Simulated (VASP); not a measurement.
The system is SbO5.

```
CELL_PARAMETERS angstrom
4.86898 0.00000 0.00000
-2.43449 4.21666 0.00000
0.00000 0.00000 4.00724
ATOMIC_POSITIONS crystal
Sb 0.00000 0.00000 0.00000
O 0.00000 0.50000 0.50000
O 0.50000 0.50000 0.50000
O 0.33333 0.66667 0.00000
O 0.50000 0.00000 0.50000
O 0.66667 0.33333 0.00000
```

The cell was generated, and may not be a known phase.

```yaml
Program: VASP 6.6.1
Task: relaxation of cell and atoms
Functional: PBE
Potentials_or_basis: VASP PAW PBE potentials, release 64 (Sb, O)
Cutoff: 600 eV
k_mesh: 6 × 6 × 4
Occupations: gaussian, width 0.1 eV
Spin: no spin polarisation
```

At the start: pressure -21.7 GPa; volume 13.71 Å³/atom.

Question: Where does the relaxation end?

Answer: Over 17 steps the energy falls by 817.7 meV/atom and the volume is 10.71 Å³/atom (-21.9 %); space group P6/mmm (No. 191, to 0.1 Å) before and after.

The path:
| step | energy change (eV) | largest force (eV/Å) | pressure (GPa) | volume (Å³) |
| --- | --- | --- | --- | --- |
| 1 | 0.0000 | 0.0000 | -21.66 | 82.27 |
| 2 | -2.1403 | 0.0000 | -3.55 | 62.07 |
| 3 | -2.1791 | 0.0000 | 1.18 | 59.99 |
| 4 | -2.1792 | 0.0000 | 2.19 | 59.59 |
| 5 | -2.3743 | 0.0000 | 2.67 | 59.43 |
| 6 | -2.9685 | 0.0000 | 5.65 | 58.35 |
| 7 | -3.7710 | 0.0000 | 39.29 | 53.93 |
| 8 | -3.8440 | 0.0000 | 11.89 | 56.80 |
| 9 | -4.2377 | 0.0000 | 22.71 | 55.43 |
| 10 | -4.2157 | 0.0000 | 26.11 | 55.11 |
| 11 | -4.2643 | 0.0000 | 26.16 | 55.42 |
| 12 | -4.3180 | 0.0000 | 26.75 | 56.24 |
| 13 | -4.4153 | 0.0000 | 24.19 | 56.87 |
| 14 | -4.6527 | 0.0000 | 16.64 | 58.81 |
| 15 | -4.8908 | 0.0000 | 3.67 | 62.81 |
| 16 | -4.9063 | 0.0000 | 0.24 | 64.11 |
| 17 | -4.9064 | 0.0000 | -0.17 | 64.28 |

Final structure:
```
Sb O
1.0
     3.75458    0.00000    0.00000
    -1.87729    3.25156    0.00000
     0.00000    0.00000    5.26504
Sb O
1 5
Direct
  0.00000 0.00000 0.00000
  0.00000 0.50000 0.50000
  0.50000 0.50000 0.50000
  0.33333 0.66667 0.00000
  0.50000 0.00000 0.50000
  0.66667 0.33333 0.00000
```

Caveat: the k points lie up to 0.32 Å⁻¹ apart in the final cell, too coarse for converged energies and pressures of a metal; the volume moved by over 15 % at a fixed basis, so the end points are rough; an odd number of electrons without spin polarisation forces a metal; a magnetic or distorted state may lie lower.
